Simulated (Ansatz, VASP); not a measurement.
Two plane-wave programs on BaTiO3

```
Ba Ti O
1.0
     3.96987    0.00000    0.00000
     0.00000    3.96987    0.00000
     0.00000    0.00000    3.96987
Ba Ti O
1 1 3
Cartesian
  1.9849 1.9849 1.9849
  0.0000 0.0000 0.0000
  1.9849 0.0000 0.0000
  0.0000 1.9849 0.0000
  0.0000 0.0000 1.9849
```

Alike in both runs: functional PBEsol; k mesh 8 × 8 × 8; occupations gaussian, width 0.02 eV; no spin polarisation.

Ansatz relaxed the structure, and its values are those at the end. VASP's run is a single point on that final structure, the one shown.

```csv
,VASP,Ansatz
version,VASP 6.6.1,Ansatz 0.2.0
potentials or method,"VASP PAW PBE potentials, release 64 (Ba_sv, Ti_sv, O_h), cutoff 910 eV","scalar-relativistic, plane waves, PAW"
valence electrons in the cell,40,40
```

```tsv
	VASP	Ansatz	Ansatz less VASP
gap on the k mesh at the Fermi level (eV)	1.75	1.82	+0.067
least direct gap on the mesh (eV)	1.87	1.89	+0.027
```

VASP's potentials were made for PBE, not for PBEsol. The functional is the same, so the differences come from potentials, cutoffs and numerics.

Neither program's run includes spin-orbit coupling. Noted on VASP's run: the cutoff is short for stress, so the pressure is rough.
